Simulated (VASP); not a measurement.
Here is a VASP 6.6.1 calculation.

File INCAR:

```
ALGO = Normal
EDIFF = 1E-6
ENCUT = 520
GGA = PS
ISIF = 2
ISMEAR = 0
LASPH = True
LCHARG = True
LELF = True
LREAL = False
LVHAR = True
LWAVE = False
NBANDS = 9
NELM = 60
PREC = Accurate
SIGMA = 0.15
```

Contents of KPOINTS:

```
k-points
0
Gamma
  15 15 15
```

The input POSCAR:

```
Te
1.0
    2.2704324720      1.3108347989      1.7924652149
   -2.2704324720      1.3108347989      1.7924652149
    0.0000000000     -2.6216695977      1.7924652150
Te
1
Direct
    0.5000000000      0.5000000000      0.5000000000
```

Potentials or basis: VASP PAW PBE potentials, release 64 (Te).

The run is started by

```sh
$ cat potpaw_PBE.64/Te/POTCAR > POTCAR
$ mpirun -np 1 vasp_std > vasp.out
```

Question: What does it give for the pressure?

Answer: -1.4 GPa.

Question: Predict the band gap on the k mesh.

Answer: Zero (bands 3 and 4 overlap by 5.36 eV).

Stress tensor (GPa, compression positive):
```
-1.45  0.00  0.00
 0.00 -1.45  0.00
 0.00  0.00 -1.31
```

Caveat: the PAW data sets were made with another functional, which shifts forces and pressure a little; spin-orbit coupling is left out, which moves the levels of the heavy elements.
